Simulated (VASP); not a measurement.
# Li4F (P4/mmm) in VASP: a series of runs

The runs below take Li4F through single point, relaxation of cell and atoms, with PBE.

Everything below comes from runs of VASP 6.6.1. Logs are shortened: lines on timing, memory, paths and dates and some standing lists are left out, and cuts for length are marked.

## (1) The cell of the first run

It takes space group P4/mmm (No. 123, tetragonal). Conventional cell: a = 3.331 Å, b = 3.331 Å, c = 4.711 Å, α = 90.00°, β = 90.00°, γ = 90.00°. Within 2.7 Å of Li (site symmetry 2mm) lie 2 F at 2.04 Å and 6 Li at 2.36 Å. Within 2.7 Å of F (site symmetry 4/mmm) lie 8 Li at 2.04 Å.

## (2) Single point, PBE (atoms taken out)

The input, INCAR:

```
SYSTEM = Li4F
PREC = Accurate
ENCUT = 520
EDIFF = 1E-6
ISMEAR = 0
SIGMA = 0.1
LREAL = .False.
LASPH = .True.
NELM = 60
ALGO = Normal
ISIF = 2
LWAVE = .False.
LCHARG = .False.
GGA = PE
NBANDS = 18
```

The input, KPOINTS:

```
regular mesh
0
Gamma
  6 6 4
  0 0 0
```

The input, POSCAR:

```
Li4F
1.0
    3.3313060500      0.0000000000      0.0000000000
    0.0000000000      3.3313060500      0.0000000000
    0.0000000000      0.0000000000      4.7111782000
Li F
4 1
Direct
    0.5000000000      0.0000000000      0.2500000000
    0.0000000000      0.5000000000      0.7500000000
    0.5000000000      0.0000000000      0.7500000000
    0.0000000000      0.5000000000      0.2500000000
    0.0000000000      0.0000000000      0.0000000000
```

Potentials or basis: VASP PAW PBE potentials, release 64 (Li_sv, F).

Command:

```sh
$ cat potpaw_PBE.64/Li_sv/POTCAR potpaw_PBE.64/F/POTCAR > POTCAR
$ mpirun -np 1 vasp_std > vasp.out
```

OUTCAR:

```text
SYSTEM = Li4F
   PREC = Accurate
   ENCUT = 520
   EDIFF = 1E-6
   ISMEAR = 0
   LREAL = .False.
   LASPH = .True.
   NELM = 60
   ISIF = 2
   GGA = PE

 ion  position               nearest neighbor table
   1  0.500  0.000  0.250-   5 2.04   5 2.04   4 2.36   4 2.36   4 2.36   4 2.36   3 2.36   3 2.36

   2  0.000  0.500  0.750-   5 2.04   5 2.04   3 2.36   3 2.36   3 2.36   3 2.36   4 2.36   4 2.36

   3  0.500  0.000  0.750-   5 2.04   5 2.04   2 2.36   2 2.36   2 2.36   2 2.36   1 2.36   1 2.36

   4  0.000  0.500  0.250-   5 2.04   5 2.04   1 2.36   1 2.36   1 2.36   1 2.36   2 2.36   2 2.36

   5  0.000  0.000  0.000-   1 2.04   2 2.04   3 2.04   4 2.04   2 2.04   4 2.04   1 2.04   3 2.04

  LATTYP: Found a simple tetragonal cell.
 ALAT       =     3.3313060500
 C/A-ratio  =     1.4142135635

  Lattice vectors:

 A1 = (   3.3313060500,   0.0000000000,   0.0000000000)
 A2 = (   0.0000000000,   3.3313060500,   0.0000000000)
 A3 = (   0.0000000000,   0.0000000000,   4.7111782000)

Analysis of symmetry for initial positions (statically):
=====================================================================
 Subroutine PRICEL returns:
 Original cell was already a primitive cell.

 Routine SETGRP: Setting up the symmetry group for a
 simple tetragonal supercell.

 Subroutine GETGRP returns: Found 16 space group operations
 (whereof 16 operations were pure point group operations)
 out of a pool of 16 trial point group operations.

The static configuration has the point symmetry D_4h.

Analysis of symmetry for dynamics (positions and initial velocities):
=====================================================================
 Subroutine PRICEL returns:
 Original cell was already a primitive cell.

 Routine SETGRP: Setting up the symmetry group for a
 simple tetragonal supercell.

 Subroutine GETGRP returns: Found 16 space group operations
 (whereof 16 operations were pure point group operations)
 out of a pool of 16 trial point group operations.

The dynamic configuration has the point symmetry D_4h.

 Subroutine INISYM returns: Found 16 space group operations
 (whereof 16 operations are pure point group operations),
 and found     1 'primitive' translations

----------------------------------------------------------------------------------------

                                     Primitive cell

  volume of cell :      52.2828

  direct lattice vectors                    reciprocal lattice vectors
     3.331306050  0.000000000  0.000000000     0.300182567  0.000000000  0.000000000
     0.000000000  3.331306050  0.000000000     0.000000000  0.300182567  0.000000000
     0.000000000  0.000000000  4.711178200     0.000000000  0.000000000  0.212261128

  length of vectors
     3.331306050  3.331306050  4.711178200     0.300182567  0.300182567  0.212261128

  position of ions in fractional coordinates (direct lattice)
     0.500000000  0.000000000  0.250000000
     0.000000000  0.500000000  0.750000000
     0.500000000  0.000000000  0.750000000
     0.000000000  0.500000000  0.250000000
     0.000000000  0.000000000  0.000000000

  ion indices of the primitive-cell ions
   primitive index   ion index
                 1           1
                 2           2
                 3           3
                 4           4
                 5           5

----------------------------------------------------------------------------------------

 KPOINTS: regular mesh

Automatic generation of k-mesh.
 Grid dimensions read from file:
 generate k-points for:    6    6    4

 Generating k-lattice:

  Cartesian coordinates                     Fractional coordinates (reciprocal lattice)
     0.050030428  0.000000000  0.000000000     0.166666667  0.000000000  0.000000000
     0.000000000  0.050030428  0.000000000     0.000000000  0.166666667  0.000000000
     0.000000000  0.000000000  0.053065282     0.000000000  0.000000000  0.250000000

  Length of vectors
     0.050030428  0.050030428  0.053065282

  Shift w.r.t. Gamma in fractional coordinates (k-lattice)
     0.000000000  0.000000000  0.000000000

 Subroutine IBZKPT returns following result:
 ===========================================

 Found     30 irreducible k-points:

 Following reciprocal coordinates:
            Coordinates               Weight
  0.000000  0.000000  0.000000      1.000000
  0.166667  0.000000  0.000000      4.000000
  0.333333  0.000000  0.000000      4.000000
  0.500000  0.000000  0.000000      2.000000
  0.166667  0.166667  0.000000      4.000000
  0.333333  0.166667  0.000000      8.000000
[... 16 lines left out ...]
  0.333333  0.000000  0.500000      4.000000
  0.500000  0.000000  0.500000      2.000000
 [... further k-points ...]
   k-points           NKPTS =     30   k-points in BZ     NKDIM =     30   number of bands    NBANDS=     18
   number of dos      NEDOS =    301   number of ions     NIONS =      5
   total plane-waves  NPLWV =  28224
   dimension x,y,z NGX =    28 NGY =   28 NGZ =   36
   dimension x,y,z NGXF=    56 NGYF=   56 NGZF=   72
   ions per type =               4   1
   NGX,Y,Z   is equivalent  to a cutoff of  13.97, 13.97, 12.70 a.u.
   NGXF,Y,Z  is equivalent  to a cutoff of  27.95, 27.95, 25.41 a.u.
 SYSTEM =  Li4F
   PREC   = accura    normal or accurate (medium, high low for compatibility)
   ISTART =      0    job   : 0-new  1-cont  2-samecut
   ICHARG =      2    charge: 1-file 2-atom 10-const
   ISPIN  =      1    spin polarized calculation?
   LNONCOLLINEAR =      F non collinear calculations
   LSORBIT =      F    spin-orbit coupling
   LASPH  =      T    aspherical Exc in radial PAW
   ENCUT  =  520.0 eV  38.22 Ry    6.18 a.u.   6.19  6.19  8.76*2*pi/ulx,y,z
   NELM   =     60;   NELMIN=  2; NELMDL= -5     # of ELM steps
   EDIFF  = 0.1E-05   stopping-criterion for ELM
   LREAL  =      F    real-space projection
   EDIFFG = 0.1E-04   stopping-criterion for IOM
   NSW    =      0    number of steps for IOM
   IBRION =     -1    ionic relax: 0-MD 1-quasi-New 2-CG
   NFREE  =      0    steps in history (QN), initial steepest desc. (CG)
   ISIF   =      2    stress and relaxation
   ISYM   =      2    0-nonsym 1-usesym 2-fastsym
   POTIM  = 0.5000    time-step for ionic-motion
   TEBEG  =    0.0;   TEEND  =   0.0 temperature during run
   PSTRESS=    0.0 pullay stress
   NELECT =      19.0000    total number of electrons
   NUPDOWN=      -1.0000    fix difference up-down
   EMIN   =  10.00;   EMAX   =-10.00  energy-range for DOS
   EFERMI =   0.00;   METHOD = LEGACY
   ISMEAR =     0;   SIGMA  =   0.10  broadening in eV -4-tet -1-fermi 0-gaus
   EFERMI_NEDOS =   21; number of points for ismear=-14 and -15
   IALGO  =     38    algorithm
   IMIX   =      4    mixing-type and parameters
     AMIX     =   0.40;   BMIX     =  1.00
     AMIX_MAG =   1.60;   BMIX_MAG =  1.00
  volume/ion in A,a.u.               =      10.46        70.56
  Fermi-wavevector in a.u.,A,eV,Ry     =   1.168261  2.207693 18.569687  1.364833
  Thomas-Fermi vector in A             =   2.304750
   LORBIT       =      0    0 simple, 1 ext, 2 COOP (PROOUT), +10 PAW based schemes
   GGA     = PE    functional components
   LHFCALC =     F    Hartree Fock is set to
   AEXX    =    0.0000 exact exchange contribution
   IVDW    =     0    specifies the selected vdW correction
   LEPSILON=     F    determine dielectric tensor
   LRPA    =     F    only Hartree local field effects (RPA)
 non-spin polarized calculation
 Gauss-broadening in eV      SIGMA  =   0.10
  energy-cutoff  :      520.00
  volume of cell :       52.28
 maximum number of plane-waves:      1426
 NGX is ok and might be reduce to    28
   NGX = 13   NGY = 13   NGZ = 17

 number of electron      18.9999973 magnetization

 Free energy of the ion-electron system (eV)
  ---------------------------------------------------
  ext. energy  EPLUGINS =         0.00000000
  ---------------------------------------------------
  free energy    TOTEN  =       -12.89472303 eV

  energy without entropy =      -12.88485703  energy(sigma->0) =      -12.88979003

 E-fermi :   4.1116     XC(G=0):  -8.9745

 val. band max:        4.0936411882   @ k =   0.3333   0.1667   0.5000
 cond. band min:       4.1148536652   @ k =   0.1667   0.0000   0.0000
 fundamental gap:      0.0212124770
 Fermi energy:         4.1115666324

 k-point     1 :       0.0000    0.0000    0.0000
  band No.  band energies     occupation
      1     -43.2921      2.00000
      2     -43.1887      2.00000
      3     -43.1016      2.00000
      4     -43.0242      2.00000
      5     -23.0135      2.00000
      6      -4.6125      2.00000
[... 10 lines left out ...]
     17      12.7014      0.00000
     18      15.5624      0.00000

 k-point     2 :       0.1667    0.0000    0.0000
  band No.  band energies     occupation
      1     -43.2784      2.00000
      2     -43.1772      2.00000
      3     -43.1134      2.00000
      4     -43.0345      2.00000
      5     -23.0095      2.00000
      6      -4.7631      2.00000
[... 10 lines left out ...]
     17      14.1756      0.00000
     18      16.1677      0.00000

 k-point     3 :       0.3333    0.0000    0.0000
  band No.  band energies     occupation
      1     -43.2417      2.00000
      2     -43.1464      2.00000
      3     -43.1460      2.00000
      4     -43.0636      2.00000
      5     -23.0018      2.00000
      6      -5.1147      2.00000
[... 10 lines left out ...]
     17      13.8902      0.00000
     18      15.2186      0.00000

 k-point     4 :       0.5000    0.0000    0.0000
  band No.  band energies     occupation
      1     -43.1946      2.00000
      2     -43.1918      2.00000
      3     -43.1047      2.00000
      4     -43.1038      2.00000
      5     -22.9980      2.00000
      6      -5.2758      2.00000
[... 375 lines left out ...]
      4     -43.0726      2.00000
      5     -23.0084      2.00000
      6      -4.7656      2.00000
[... 10 lines left out ...]
     17      12.9861      0.00000
     18      14.3662      0.00000

 k-point    23 :       0.3333    0.0000    0.5000
  band No.  band energies     occupation
      1     -43.1978      2.00000
      2     -43.1902      2.00000
      3     -43.1070      2.00000
      4     -43.1032      2.00000
      5     -23.0006      2.00000
      6      -5.1018      2.00000
[... 10 lines left out ...]
     17      13.3834      0.00000
     18      14.7423      0.00000

 k-point    24 :       0.5000    0.0000    0.5000
  band No.  band energies     occupation
      1     -43.1529      2.00000
      2     -43.1502      2.00000
      3     -43.1465      2.00000
      4     -43.1457      2.00000
      5     -22.9965      2.00000
      6      -5.2630      2.00000
[... 10 lines left out ...]
     17      12.3496      0.00000
     18      13.5342      0.00000

 [... further k-points ...]
[... 5 lines left out ...]
  --------------------------------------------------------------------------------------
  -------------------------------------------------------------------------------------
  Total        4.3549332      4.3549332      4.6778514      0.0000000      0.0000000      0.0000000
  in kB      133.4545793    133.4545793    143.3502339      0.0000000      0.0000000      0.0000000
  external PRESSURE =     136.7531308 kB  Pullay stress =       0.0000000 kB

 VOLUME and BASIS-vectors are now :
 -----------------------------------------------------------------------------
  energy-cutoff  :      520.00
  volume of cell :       52.28
      direct lattice vectors                 reciprocal lattice vectors
     3.331306050  0.000000000  0.000000000     0.300182567  0.000000000  0.000000000
     0.000000000  3.331306050  0.000000000     0.000000000  0.300182567  0.000000000
     0.000000000  0.000000000  4.711178200     0.000000000  0.000000000  0.212261128

 POSITION                                       TOTAL-FORCE (eV/Angst)
 -----------------------------------------------------------------------------------
      1.66565      0.00000      1.17779        -0.000000     -0.000000      0.035047
      0.00000      1.66565      3.53338         0.000000     -0.000000     -0.035047
      1.66565      0.00000      3.53338         0.000000     -0.000000     -0.035047
      0.00000      1.66565      1.17779         0.000000      0.000000      0.035047
      0.00000      0.00000      0.00000         0.000000     -0.000000      0.000000
 -----------------------------------------------------------------------------------
    total drift:                                0.000000      0.000000      0.000000

  FREE ENERGIE OF THE ION-ELECTRON SYSTEM (eV)
  ---------------------------------------------------
  free  energy   TOTEN  =       -12.8947230273 eV

  energy  without entropy=      -12.8848570285  energy(sigma->0) =      -12.88979003
```

It took 12 s on 1 thread of AMD EPYC 9R45 (Zen 5), shared host; peak memory 0.14 GiB.

Results:

* Free energy: -12.8947 eV
* Largest force: 0.035 eV/Å
* Band gap on the k mesh: zero (an odd number of electrons rules out a gap without spin polarisation)

Forces in eV/Å, atoms in the order of the input:
```
Li   0.000  0.000  0.035
Li   0.000  0.000 -0.035
Li   0.000  0.000 -0.035
Li   0.000  0.000  0.035
F    0.000  0.000  0.000
```

Caveat: the cell differs from its parent crystal (atoms taken out); the cutoff is under 1.25 times the usual one of these potentials, so pressure, stress and relaxed cells hold a basis-set (Pulay) error; an odd number of electrons without spin polarisation forces a metal; a magnetic or distorted state may lie lower.

## (3) Single point, PBE (atoms taken out)

The input, INCAR:

```
SYSTEM = Li4F
PREC     = Accurate       ! precision mode
ENCUT    = 520            ! plane-wave cutoff, eV
EDIFF    = 1E-6           ! SCF threshold, eV
ISMEAR   = 0              ! smearing method
SIGMA    = 0.1            ! smearing width, eV
LREAL    = .False.        ! projectors in reciprocal space
LASPH    = .True.         ! aspherical terms in the spheres
NELM     = 60             ! most SCF steps
ALGO     = Normal         ! electronic algorithm
ISIF     = 2              ! what is computed and relaxed
LWAVE    = .False.        ! write WAVECAR
LCHARG   = .False.        ! write CHGCAR
GGA      = PE             ! functional
NBANDS   = 18             ! bands
```

KPOINTS is that of step 2.

The input, POSCAR:

```
Li4F
1.0
    3.7700378725      0.0000000000      0.0000000000
    0.0000000000      3.7700378725      0.0000000000
    0.0000000000      0.0000000000      5.3795274883
Li F
4 1
Direct
    0.5000000000      0.0000000000      0.2412337695
    0.0000000000      0.5000000000      0.7587662305
    0.5000000000      0.0000000000      0.7587662305
    0.0000000000      0.5000000000      0.2412337695
    0.0000000000      0.0000000000      0.0000000000
```

Potentials or basis: VASP PAW PBE potentials, release 64 (Li_sv, F).

Command:

```sh
$ cat potpaw_PBE.64/Li_sv/POTCAR potpaw_PBE.64/F/POTCAR > POTCAR
$ mpirun -np 1 vasp_std > vasp.out
```

Run time: 14 s. Hardware: 1 thread of AMD EPYC 9R45 (Zen 5), shared host; peak memory 0.15 GiB.

The run converged. Its results:

- Free energy: -13.6985 eV
- Largest force: 0.006 eV/Å
- Band gap on the k mesh: zero (an odd number of electrons rules out a gap without spin polarisation)

Forces in eV/Å, atoms in the order of the input:
```
Li   0.000  0.000  0.006
Li   0.000  0.000 -0.006
Li   0.000  0.000 -0.006
Li   0.000  0.000  0.006
F    0.000  0.000  0.000
```

Levels at points of the mesh, in eV from the Fermi level:
```tsv
k point	band 8	band 9	band 10	band 11	band 12	band 13
(0.00, 0.00, 0.00)	-6.99	-3.22	-0.22	2.91	3.96	3.96
(0.50, 0.00, 0.00)	-6.92	-1.31	-0.85	2.39	2.80	3.02
(0.50, 0.50, 0.00)	-7.13	-1.30	0.45	2.36	2.36	2.73
(0.00, 0.00, 0.50)	-6.98	-2.53	-1.41	4.13	4.13	5.26
(0.50, 0.00, 0.50)	-6.91	-0.91	-0.18	0.35	1.87	6.10
(0.50, 0.50, 0.50)	-7.19	-0.30	0.21	1.55	2.32	2.32
```

Caveat: the cell differs from its parent crystal (atoms taken out); the cutoff is under 1.25 times the usual one of these potentials, so pressure, stress and relaxed cells hold a basis-set (Pulay) error; an odd number of electrons without spin polarisation forces a metal; a magnetic or distorted state may lie lower.

## (4) Relaxation of cell and atoms, PBE (atoms taken out)

The input, INCAR:

```
SYSTEM = Li4F
PREC = Accurate
ENCUT = 600
EDIFF = 1E-6
ISMEAR = 0
SIGMA = 0.1
LREAL = .FALSE.
LASPH = .TRUE.
NELM = 80
ALGO = Normal
ISIF = 3
LWAVE = .FALSE.
LCHARG = .FALSE.
GGA = PE
IBRION = 2
NSW = 90
EDIFFG = -0.04
```

The input, KPOINTS:

```
Automatic mesh
0
G
  6 6 4
  0 0 0
```

The input, POSCAR:

```
Li4F
1.0
    3.3313060500      0.0000000000      0.0000000000
    0.0000000000      3.3313060500      0.0000000000
    0.0000000000      0.0000000000      4.7111782000
Li F
4 1
Direct
    0.5000000000      0.0000000000      0.2500000000
    0.0000000000      0.5000000000      0.7500000000
    0.5000000000      0.0000000000      0.7500000000
    0.0000000000      0.5000000000      0.2500000000
    0.0000000000      0.0000000000      0.0000000000
```

Command:

```sh
$ cat potpaw_PBE.64/Li_sv/POTCAR potpaw_PBE.64/F/POTCAR > POTCAR
$ mpirun -np 1 vasp_std > vasp.out
```

It took 47 s on 1 thread of AMD EPYC 9R45 (Zen 5), shared host; peak memory 0.15 GiB.

Results (log left out):

| Quantity | Value |
| --- | --- |
| Free energy | -13.6471 eV |
| Relaxed volume | 14.78 Å³/atom |
| Relaxed cell | a = 3.732 Å, b = 3.732 Å, c = 5.306 Å, α = 90.00°, β = 90.00°, γ = 90.00° |
| Space group after relaxing (to 0.1 Å) | P4/mmm (No. 123) |
| Energy gained by relaxing | 149.8 meV/atom |
| Ionic steps | 6 |
| Pressure after relaxing | -0.1 GPa |
| Largest force after relaxing | 0.012 eV/Å |
| Band gap on the k mesh | zero (an odd number of electrons rules out a gap without spin polarisation) |

Forces on the atoms (eV/Å):
```
Li   0.000  0.000 -0.012
Li   0.000  0.000  0.012
Li   0.000  0.000  0.012
Li   0.000  0.000 -0.012
F    0.000  0.000  0.000
```

The path:
| step | energy change (eV) | largest force (eV/Å) | pressure (GPa) | volume (Å³) |
| --- | --- | --- | --- | --- |
| 1 | 0.0000 | 0.0345 | 13.56 | 52.28 |
| 2 | -0.4445 | 0.0734 | 7.31 | 59.27 |
| 3 | -0.7287 | 0.1599 | 0.81 | 71.39 |
| 4 | -0.7334 | 0.1641 | 0.02 | 73.33 |
| 5 | -0.7397 | 0.1295 | -0.02 | 73.47 |
| 6 | -0.7489 | 0.0125 | -0.13 | 73.90 |

Final structure:
```
Li F
1.0
     3.73207    0.00000    0.00000
     0.00000    3.73207    0.00000
     0.00000    0.00000    5.30599
Li F
4 1
Direct
  0.50000 0.00000 0.24285
  0.00000 0.50000 0.75715
  0.50000 0.00000 0.75715
  0.00000 0.50000 0.24285
  0.00000 0.00000 0.00000
```

Levels at points of the mesh, in eV from the Fermi level:
```
           k point  band 7  band 8  band 9  band 10  band 11  band 12  band 13
(0.00, 0.00, 0.00)   -7.10   -7.10   -3.27    -0.21     3.10     4.02     4.02
(0.50, 0.00, 0.00)   -7.20   -7.02   -1.33    -0.86     2.45     2.91     3.12
(0.50, 0.50, 0.00)   -7.38   -7.25   -1.36     0.42     2.44     2.44     2.80
(0.00, 0.00, 0.50)   -7.09   -7.09   -2.57    -1.37     4.17     4.17     5.47
(0.50, 0.00, 0.50)   -7.27   -7.02   -0.94    -0.18     0.40     2.00     6.25
(0.50, 0.50, 0.50)   -7.38   -7.32   -0.30     0.17     1.55     2.39     2.39
```

Caveat: the cell differs from its parent crystal (atoms taken out); the cutoff is under 1.25 times the usual one of these potentials, so pressure, stress and relaxed cells hold a basis-set (Pulay) error; the volume moved by over 15 % at a fixed basis, so the end points are rough; an odd number of electrons without spin polarisation forces a metal; a magnetic or distorted state may lie lower.

## (5) Overview

```tsv
task	cell	cutoff (eV)	gap on the mesh (eV)	largest force (eV/Å)
single point	a = 3.331, b = 3.331, c = 4.711 Å, 5 atoms, atomic positions A	520	none	0.04
single point	a = 3.770, b = 3.770, c = 5.380 Å, 5 atoms, atomic positions B	520	none	0.01
relaxation of cell and atoms	relaxed from a = 3.331, b = 3.331, c = 4.711 Å, 5 atoms, atomic positions A	600	none	0.01
```

Alike in all rows: level PBE; potentials or basis VASP PAW PBE potentials, release 64 (Li_sv, F); no spin polarisation; k mesh 6 × 6 × 4; smearing gaussian 0.1 eV.

Caveats: the cutoff is under 1.25 times the usual one of these potentials, so pressure, stress and relaxed cells hold a basis-set (Pulay) error; an odd number of electrons without spin polarisation forces a metal; a magnetic or distorted state may lie lower; the volume moved by over 15 % at a fixed basis, so the end points are rough (at least some runs).

Absolute energies hang on the potentials; compare differences alone.

The gap in the log of VASP goes by the Fermi energy; the results here count the filled bands.